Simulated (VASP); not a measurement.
# WF2 (P4_2/mnm) in VASP: single point with PBE+U

Aim: the single point of WF2 with PBE+U.

Everything below comes from runs of VASP 6.6.1. Logs are shortened: lines on timing, memory, paths and dates and some standing lists are left out, and cuts for length are marked.

## (1) The cell of the first run

It takes space group P4_2/mnm (No. 136, tetragonal). The conventional cell has a = 4.923 Å, b = 4.923 Å, c = 4.141 Å, α = 90.00°, β = 90.00°, γ = 90.00°. W (site symmetry mmm) has 6 F at 2.16 to 2.46 Å within 2.9 Å. Within 2.9 Å of F (site symmetry m2m) lie 3 W at 2.16 to 2.46 Å and 1 F at 2.65 Å.

## (2) Single point, PBE+U, collinear spin, ferromagnetic start

Input file INCAR:

```
PREC = Accurate
ENCUT = 520
EDIFF = 1E-7
ISMEAR = 0
SIGMA = 0.02
LREAL = F
LASPH = T
NELM = 150
ALGO = Normal
ISIF = 2
LWAVE = F
LCHARG = F
ISPIN = 2
MAGMOM = 1.17 1.17 0 0 0 0
LORBIT = 11
LMAXMIX = 4
LDAU = T
LDAUTYPE = 2
LDAUL = 2 -1
LDAUU = 6.2 0
LDAUJ = 0 0
LDAUPRINT = 1
GGA = PE
NBANDS = 41
```

Input file KPOINTS:

```
Automatic mesh
0
Gamma
  6 6 8
```

Input file POSCAR:

```
WF2
1.0
    4.9226722698      0.0000000000      0.0000000000
    0.0000000000      4.9226722698      0.0000000000
    0.0000000000      0.0000000000      4.1412370965
W F
2 4
Direct
    0.0000000000      0.0000000000      0.0000000000
    0.5000000000      0.5000000000      0.5000000000
    0.3097010678      0.3097010678      0.0000000000
    0.6902989322      0.6902989322      0.0000000000
    0.8097010678      0.1902989322      0.5000000000
    0.1902989322      0.8097010678      0.5000000000
```

Potentials or basis: VASP PAW PBE potentials, release 64 (W_sv, F).

Launch:

```console
> cat potpaw_PBE.64/W_sv/POTCAR potpaw_PBE.64/F/POTCAR > POTCAR
> mpirun -np 1 vasp_std > vasp.out
```

OUTCAR:

```text
PREC = Accurate
   ENCUT = 520
   EDIFF = 1E-7
   ISMEAR = 0
   LREAL = F
   LASPH = T
   NELM = 150
   ISIF = 2
   ISPIN = 2
   LORBIT = 11
   GGA = PE

 ion  position               nearest neighbor table
   1  0.000  0.000  0.000-   3 2.16   4 2.16   5 2.46   6 2.46   5 2.46   6 2.46
   2  0.500  0.500  0.500-   5 2.16   6 2.16   3 2.46   4 2.46   3 2.46   4 2.46
   3  0.310  0.310  0.000-   1 2.16   2 2.46   2 2.46
   4  0.690  0.690  0.000-   1 2.16   2 2.46   2 2.46
   5  0.810  0.190  0.500-   2 2.16   1 2.46   1 2.46
   6  0.190  0.810  0.500-   2 2.16   1 2.46   1 2.46

  LATTYP: Found a simple tetragonal cell.
 ALAT       =     4.9226722698
 C/A-ratio  =     0.8412579326

  Lattice vectors:

 A1 = (   4.9226722698,   0.0000000000,   0.0000000000)
 A2 = (   0.0000000000,   4.9226722698,   0.0000000000)
 A3 = (   0.0000000000,   0.0000000000,   4.1412370965)

Analysis of symmetry for initial positions (statically):
=====================================================================
 Subroutine PRICEL returns:
 Original cell was already a primitive cell.

 Routine SETGRP: Setting up the symmetry group for a
 simple tetragonal supercell.

 Subroutine GETGRP returns: Found 16 space group operations
 (whereof  8 operations were pure point group operations)
 out of a pool of 16 trial point group operations.

The static configuration has the point symmetry D_2h.
 The point group associated with its full space group is D_4h.

Analysis of symmetry for dynamics (positions and initial velocities):
=====================================================================
 Subroutine PRICEL returns:
 Original cell was already a primitive cell.

 Routine SETGRP: Setting up the symmetry group for a
 simple tetragonal supercell.

 Subroutine GETGRP returns: Found 16 space group operations
 (whereof  8 operations were pure point group operations)
 out of a pool of 16 trial point group operations.

The dynamic configuration has the point symmetry D_2h.
 The point group associated with its full space group is D_4h.

Analysis of structural, dynamic, and magnetic symmetry:
=====================================================================
 Subroutine PRICEL returns:
 Original cell was already a primitive cell.

 Routine SETGRP: Setting up the symmetry group for a
 simple tetragonal supercell.

 Subroutine GETGRP returns: Found 16 space group operations
 (whereof  8 operations were pure point group operations)
 out of a pool of 16 trial point group operations.

The overall configuration has the point symmetry D_2h.
 The point group associated with its full space group is D_4h.

 Subroutine INISYM returns: Found 16 space group operations
 (whereof  8 operations are pure point group operations),
 and found     1 'primitive' translations

----------------------------------------------------------------------------------------

                                     Primitive cell

  volume of cell :     100.3534

  direct lattice vectors                    reciprocal lattice vectors
     4.922672270  0.000000000  0.000000000     0.203141697  0.000000000  0.000000000
     0.000000000  4.922672270  0.000000000     0.000000000  0.203141697  0.000000000
     0.000000000  0.000000000  4.141237097     0.000000000  0.000000000  0.241473738

  length of vectors
     4.922672270  4.922672270  4.141237097     0.203141697  0.203141697  0.241473738

  position of ions in fractional coordinates (direct lattice)
     0.000000000  0.000000000  0.000000000
     0.500000000  0.500000000  0.500000000
     0.309701068  0.309701068  0.000000000
     0.690298932  0.690298932  0.000000000
     0.809701068  0.190298932  0.500000000
     0.190298932  0.809701068  0.500000000

  ion indices of the primitive-cell ions
   primitive index   ion index
                 1           1
                 2           2
                 3           3
                 4           4
                 5           5
                 6           6

----------------------------------------------------------------------------------------

 KPOINTS: Automatic mesh

Automatic generation of k-mesh.
[... 96 lines left out ...]
   LHFCALC =     F    Hartree Fock is set to
   AEXX    =    0.0000 exact exchange contribution
   IVDW    =     0    specifies the selected vdW correction
   LEPSILON=     F    determine dielectric tensor
   LRPA    =     F    only Hartree local field effects (RPA)
 spin polarized calculation
 Gauss-broadening in eV      SIGMA  =   0.02
  energy-cutoff  :      520.00
  volume of cell :      100.35
 maximum number of plane-waves:      2731
 NGX is ok and might be reduce to    40
   NGX = 19   NGY = 19   NGZ = 15

atom =   1  type =  1  l = 2

 onsite density matrix

spin component  1

  0.4283  0.0000  0.3329  0.0000  0.0000
  0.0000  0.8388  0.0000  0.0049  0.0000
  0.3329  0.0000  0.4287  0.0000  0.0000
  0.0000  0.0049  0.0000  0.8388  0.0000
  0.0000  0.0000  0.0000  0.0000  0.8391

spin component  2

  0.0493  0.0000 -0.0320  0.0000  0.0000
  0.0000  0.0201  0.0000 -0.0054  0.0000
 -0.0320  0.0000  0.0311  0.0000 -0.0000
  0.0000 -0.0054  0.0000  0.0201  0.0000
  0.0000  0.0000 -0.0000  0.0000  0.0141

 occupancies and eigenvectors

  o =  0.0070  v =  0.0000  0.0000  0.0000  0.0000  0.0000 -0.6027  0.0000 -0.7979  0.0000 -0.0000      0.0000  0.0000  0.0000  0.0000  0.0000  0.0000  0.0000  0.0000  0.0000  0.0000
  o =  0.0141  v =  0.0000  0.0000  0.0000  0.0000  0.0000 -0.0000 -0.0000 -0.0000  0.0000  1.0000      0.0000  0.0000  0.0000  0.0000  0.0000  0.0000  0.0000  0.0000  0.0000  0.0000
  o =  0.0148  v =  0.0000  0.0000  0.0000  0.0000  0.0000  0.0000 -0.7071  0.0000 -0.7071 -0.0000      0.0000  0.0000  0.0000  0.0000  0.0000  0.0000  0.0000  0.0000  0.0000  0.0000
  o =  0.0255  v =  0.0000  0.0000  0.0000  0.0000  0.0000  0.0000  0.7071  0.0000 -0.7071  0.0000      0.0000  0.0000  0.0000  0.0000  0.0000  0.0000  0.0000  0.0000  0.0000  0.0000
  o =  0.0735  v =  0.0000  0.0000  0.0000  0.0000  0.0000 -0.7979  0.0000  0.6027  0.0000 -0.0000      0.0000  0.0000  0.0000  0.0000  0.0000  0.0000  0.0000  0.0000  0.0000  0.0000
  o =  0.0956  v = -0.7073  0.0000  0.7069  0.0000  0.0000  0.0000  0.0000  0.0000  0.0000  0.0000      0.0000  0.0000  0.0000  0.0000  0.0000  0.0000  0.0000  0.0000  0.0000  0.0000
  o =  0.7614  v = -0.7069  0.0000 -0.7073  0.0000 -0.0000  0.0000  0.0000  0.0000  0.0000  0.0000      0.0000  0.0000  0.0000  0.0000  0.0000  0.0000  0.0000  0.0000  0.0000  0.0000
  o =  0.8339  v =  0.0000  0.7071  0.0000 -0.7071  0.0000  0.0000  0.0000  0.0000  0.0000  0.0000      0.0000  0.0000  0.0000  0.0000  0.0000  0.0000  0.0000  0.0000  0.0000  0.0000
  o =  0.8391  v =  0.0000 -0.0000 -0.0000  0.0000  1.0000  0.0000  0.0000  0.0000  0.0000  0.0000      0.0000  0.0000  0.0000  0.0000  0.0000  0.0000  0.0000  0.0000  0.0000  0.0000
  o =  0.8436  v =  0.0000 -0.7071  0.0000 -0.7071 -0.0000  0.0000  0.0000  0.0000  0.0000  0.0000      0.0000  0.0000  0.0000  0.0000  0.0000  0.0000  0.0000  0.0000  0.0000  0.0000

atom =   2  type =  1  l = 2

 onsite density matrix

spin component  1

  0.4283  0.0000 -0.3329  0.0000  0.0000
  0.0000  0.8388  0.0000 -0.0049  0.0000
 -0.3329  0.0000  0.4287  0.0000 -0.0000
  0.0000 -0.0049  0.0000  0.8388  0.0000
  0.0000  0.0000 -0.0000  0.0000  0.8391

spin component  2

  0.0493  0.0000  0.0320  0.0000  0.0000
  0.0000  0.0201  0.0000  0.0054  0.0000
  0.0320  0.0000  0.0311  0.0000 -0.0000
  0.0000  0.0054  0.0000  0.0201  0.0000
  0.0000  0.0000 -0.0000  0.0000  0.0141

 occupancies and eigenvectors

  o =  0.0070  v =  0.0000  0.0000  0.0000  0.0000  0.0000 -0.6027  0.0000  0.7979  0.0000  0.0000      0.0000  0.0000  0.0000  0.0000  0.0000  0.0000  0.0000  0.0000  0.0000  0.0000
  o =  0.0141  v =  0.0000  0.0000  0.0000  0.0000  0.0000  0.0000  0.0000  0.0000  0.0000 -1.0000      0.0000  0.0000  0.0000  0.0000  0.0000  0.0000  0.0000  0.0000  0.0000  0.0000
  o =  0.0148  v =  0.0000  0.0000  0.0000  0.0000  0.0000  0.0000  0.7071  0.0000 -0.7071  0.0000      0.0000  0.0000  0.0000  0.0000  0.0000  0.0000  0.0000  0.0000  0.0000  0.0000
  o =  0.0255  v =  0.0000  0.0000  0.0000  0.0000  0.0000  0.0000  0.7071  0.0000  0.7071  0.0000      0.0000  0.0000  0.0000  0.0000  0.0000  0.0000  0.0000  0.0000  0.0000  0.0000
  o =  0.0735  v =  0.0000  0.0000  0.0000  0.0000  0.0000 -0.7979  0.0000 -0.6027  0.0000 -0.0000      0.0000  0.0000  0.0000  0.0000  0.0000  0.0000  0.0000  0.0000  0.0000  0.0000
  o =  0.0956  v = -0.7073  0.0000 -0.7069  0.0000 -0.0000  0.0000  0.0000  0.0000  0.0000  0.0000      0.0000  0.0000  0.0000  0.0000  0.0000  0.0000  0.0000  0.0000  0.0000  0.0000
  o =  0.7614  v = -0.7069 -0.0000  0.7073  0.0000  0.0000  0.0000  0.0000  0.0000  0.0000  0.0000      0.0000  0.0000  0.0000  0.0000  0.0000  0.0000  0.0000  0.0000  0.0000  0.0000
  o =  0.8339  v =  0.0000 -0.7071  0.0000 -0.7071 -0.0000  0.0000  0.0000  0.0000  0.0000  0.0000      0.0000  0.0000  0.0000  0.0000  0.0000  0.0000  0.0000  0.0000  0.0000  0.0000
  o =  0.8391  v =  0.0000 -0.0000 -0.0000  0.0000  1.0000  0.0000  0.0000  0.0000  0.0000  0.0000      0.0000  0.0000  0.0000  0.0000  0.0000  0.0000  0.0000  0.0000  0.0000  0.0000
  o =  0.8436  v =  0.0000  0.7071  0.0000 -0.7071  0.0000  0.0000  0.0000  0.0000  0.0000  0.0000      0.0000  0.0000  0.0000  0.0000  0.0000  0.0000  0.0000  0.0000  0.0000  0.0000

 number of electron      56.0000015 magnetization       7.9995732

 Free energy of the ion-electron system (eV)
  ---------------------------------------------------
  ext. energy  EPLUGINS =         0.00000000
  ---------------------------------------------------
  free energy    TOTEN  =       -30.39593210 eV

  energy without entropy =      -30.39557495  energy(sigma->0) =      -30.39575352

 E-fermi :   3.6940     XC(G=0):  -9.4510

 val. band max:        3.6837612383   @ k =   0.3333   0.1667   0.0000
 cond. band min:       3.6975040273   @ k =   0.1667   0.0000   0.0000
 fundamental gap:      0.0137427890
 Fermi energy:         3.6940106922

 spin component 1

 k-point     1 :       0.0000    0.0000    0.0000
  band No.  band energies     occupation
      1     -70.6572      1.00000
      2     -70.6564      1.00000
      3     -35.3661      1.00000
      4     -35.3661      1.00000
      5     -35.2289      1.00000
      6     -35.2167      1.00000
[... 2057 lines left out ...]
     39      13.7623      0.00000
     40      13.7623      0.00000

 [... further k-points ...]

 [bands above 40 left out]

------------------------ aborting loop because EDIFF is reached ----------------------------------------

  FORCE on cell =-STRESS in cart. coord.  units (eV):
  Direction    XX          YY          ZZ          XY          YZ          ZX
  --------------------------------------------------------------------------------------
  -------------------------------------------------------------------------------------
  Total       -0.1464658     -0.1464658     -1.6559388     -0.0000000      0.0000000      0.0000000
  in kB       -2.3383792     -2.3383792    -26.4376547     -0.0000000      0.0000000      0.0000000
  external PRESSURE =     -10.3714710 kB  Pullay stress =       0.0000000 kB

 VOLUME and BASIS-vectors are now :
 -----------------------------------------------------------------------------
  energy-cutoff  :      520.00
  volume of cell :      100.35
      direct lattice vectors                 reciprocal lattice vectors
     4.922672270  0.000000000  0.000000000     0.203141697  0.000000000  0.000000000
     0.000000000  4.922672270  0.000000000     0.000000000  0.203141697  0.000000000
     0.000000000  0.000000000  4.141237097     0.000000000  0.000000000  0.241473738

 POSITION                                       TOTAL-FORCE (eV/Angst)
 -----------------------------------------------------------------------------------
      0.00000      0.00000      0.00000         0.000000      0.000000      0.000000
      2.46134      2.46134      2.07062         0.000000      0.000000      0.000000
      1.52456      1.52456      0.00000         0.181539      0.181539      0.000000
      3.39812      3.39812      0.00000        -0.181539     -0.181539      0.000000
      3.98589      0.93678      2.07062         0.181539     -0.181539      0.000000
      0.93678      3.98589      2.07062        -0.181539      0.181539      0.000000
 -----------------------------------------------------------------------------------
    total drift:                                0.000000     -0.000000     -0.000000

  FREE ENERGIE OF THE ION-ELECTRON SYSTEM (eV)
  ---------------------------------------------------
  free  energy   TOTEN  =       -30.3959320973 eV

  energy  without entropy=      -30.3955749480  energy(sigma->0) =      -30.39575352

 total charge

# of ion       s       p       d       tot
------------------------------------------
    1        2.161   6.056   3.470  11.686
    2        2.161   6.056   3.470  11.686
    3        1.736   4.343   0.000   6.079
    4        1.736   4.343   0.000   6.079
    5        1.736   4.343   0.000   6.079
    6        1.736   4.343   0.000   6.079
--------------------------------------------------
tot         11.265  29.482   6.940  47.687

 magnetization (x)

# of ion       s       p       d       tot
------------------------------------------
    1        0.062   0.018   3.208   3.288
    2        0.062   0.018   3.208   3.288
    3        0.007   0.028   0.000   0.035
    4        0.007   0.028   0.000   0.035
    5        0.007   0.028   0.000   0.035
    6        0.007   0.028   0.000   0.035
--------------------------------------------------
tot          0.154   0.148   6.416   6.717
```

It took 3.7 min on 1 thread of Intel Xeon 6975P-C (Granite Rapids), shared host; peak memory 0.44 GiB.

What came out:

```
Free energy                                           : -30.3959 eV
Pressure                                              : -1.0 GPa
Largest force                                         : 0.257 eV/Å
Band gap on the k mesh                                : zero (filled and empty bands overlap)
Net moment                                            : 8.00 μB per cell
Site moments                                          : W +3.29; F +0.04 μB
Valence electrons inside the program's atomic spheres : W 11.69; F 6.08
```

Forces in eV/Å, atoms in the order of the input:
```
W    0.000  0.000  0.000
W    0.000  0.000  0.000
F    0.182  0.182  0.000
F   -0.182 -0.182  0.000
F    0.182 -0.182  0.000
F   -0.182  0.182  0.000
```

Eigenvalues of the final occupation matrices:
```csv
site,spin,trace,eigenvalues
site 1 d,1,3.37,0.10 0.76 0.83 0.84 0.84
site 1 d,2,0.13,0.01 0.01 0.01 0.03 0.07
site 2 d,1,3.37,0.10 0.76 0.83 0.84 0.84
site 2 d,2,0.13,0.01 0.01 0.01 0.03 0.07
```

Caveat: spin-orbit coupling is left out, which moves the levels of the heavy elements.
